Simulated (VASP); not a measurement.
A run of VASP 6.6.1 is set up as follows.

Contents of INCAR:

```
SYSTEM = TiSi4Mo
PREC = Accurate ; ENCUT = 520
EDIFF = 1E-6 ; ISMEAR = 0
SIGMA = 0.1 ; LREAL = .FALSE.
LASPH = .TRUE. ; NELM = 80
ALGO = Normal ; ISIF = 2
LWAVE = .FALSE. ; LCHARG = .TRUE.
GGA = PE ; LELF = .TRUE.
LVHAR = .TRUE. ; NBANDS = 30
```

The input KPOINTS:

```
Automatic mesh
0
G
  6 6 6
  0 0 0
```

POSCAR

```
TiSi4Mo
1.0
    3.5803049576      0.0000000000      0.0000000000
    0.0000000000      1.7556838533      6.7966300132
    0.0000000000     -1.7556838533      6.7966300132
Ti Si Mo
1 4 1
Direct
    0.5000000000      0.1061412650      0.1061412650
    0.5000000000      0.4430613776      0.4430613776
    0.0000000000      0.5632472242      0.5632472242
    0.5000000000      0.7497296670      0.7497296670
    0.0000000000      0.2468605015      0.2468605015
    0.0000000000      0.8909599646      0.8909599646
```

Potentials or basis: VASP PAW PBE potentials, release 64 (Ti_sv, Si, Mo_sv).

Launch:

```bash
$ cat potpaw_PBE.64/Ti_sv/POTCAR potpaw_PBE.64/Si/POTCAR potpaw_PBE.64/Mo_sv/POTCAR > POTCAR
$ mpirun -np 1 vasp_std > vasp.out
```

Question: Estimate the band gap on the k mesh.

Answer: Zero (bands 21 and 22 overlap by 1.06 eV).

Question: Estimate the largest force.

Answer: 0.019 eV/Å.

Question: Estimate the pressure.

Answer: 0.1 GPa.

Stress tensor (GPa, compression positive):
```
-0.15  0.00  0.00
 0.00  0.06  0.00
 0.00  0.00  0.34
```
